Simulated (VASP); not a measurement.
Input of a VASP 6.6.1 run:

INCAR

```
SYSTEM = Rh12S
PREC     = Accurate       ! precision mode
ENCUT    = 520            ! plane-wave cutoff, eV
EDIFF    = 1E-6           ! SCF threshold, eV
ISMEAR   = 0              ! smearing method
SIGMA    = 0.1            ! smearing width, eV
LREAL    = .FALSE.        ! projectors in reciprocal space
LASPH    = .TRUE.         ! aspherical terms in the spheres
NELM     = 80             ! most SCF steps
ALGO     = Normal         ! electronic algorithm
ISIF     = 2              ! what is computed and relaxed
LWAVE    = .FALSE.        ! write WAVECAR
LCHARG   = .TRUE.         ! write CHGCAR
LDIPOL   = .TRUE.       
IDIPOL   = 3            
DIPOL    = 0.5 0.5 0.320
GGA      = PE             ! functional
LELF     = .TRUE.         ! ELF
LVHAR    = .TRUE.       
LVACPOTAV= .TRUE.       
NBANDS   = 105            ! bands
```

Contents of KPOINTS:

```
Automatic mesh
0
G
  5 5 1
  0 0 0
```

Contents of POSCAR:

```
Rh12S
1.0
    5.4165863251      0.0000000000      0.0000000000
    0.0000000000      5.4165863251      0.0000000000
    0.0000000000      0.0000000000     19.1737394005
Rh S
12 1
Direct
    0.2500000000      0.2500000000      0.2086186693
    0.2500000000      0.7500000000      0.2086186693
    0.7500000000      0.2500000000      0.2086186693
    0.7500000000      0.7500000000      0.2086186693
    0.0000000000      0.0000000000      0.3044995949
    0.0000000000      0.5000000000      0.3044995949
    0.5000000000      0.0000000000      0.3044995949
    0.5000000000      0.5000000000      0.3044995949
    0.2500000000      0.2500000000      0.4002213256
    0.2500000000      0.7500000000      0.4002213256
    0.7500000000      0.2500000000      0.4002213256
    0.7500000000      0.7500000000      0.4002213256
    0.2500000000      0.2500000000      0.5101067214
```

Potentials or basis: VASP PAW PBE potentials, release 64 (Rh_pv, S).

The run is started by

```sh
$ cat potpaw_PBE.64/Rh_pv/POTCAR potpaw_PBE.64/S/POTCAR > POTCAR
$ mpirun -np 1 vasp_std > vasp.out
```

Task: Predict the largest force.

Result: 0.337 eV/Å.

Task: Predict the band gap on the k mesh.

Result: Zero (bands 93 and 94 overlap by 0.70 eV).

Forces in eV/Å, atoms in the order of the input:
```
Rh   0.000  0.000  0.124
Rh   0.000  0.000 -0.045
Rh   0.000  0.000 -0.045
Rh   0.000  0.000 -0.108
Rh   0.113  0.113 -0.066
Rh   0.113 -0.113 -0.066
Rh  -0.113  0.113 -0.066
Rh  -0.113 -0.113 -0.066
Rh   0.000  0.000 -0.232
Rh   0.000  0.000  0.337
Rh   0.000  0.000  0.337
Rh   0.000  0.000 -0.069
S    0.000  0.000 -0.036
```
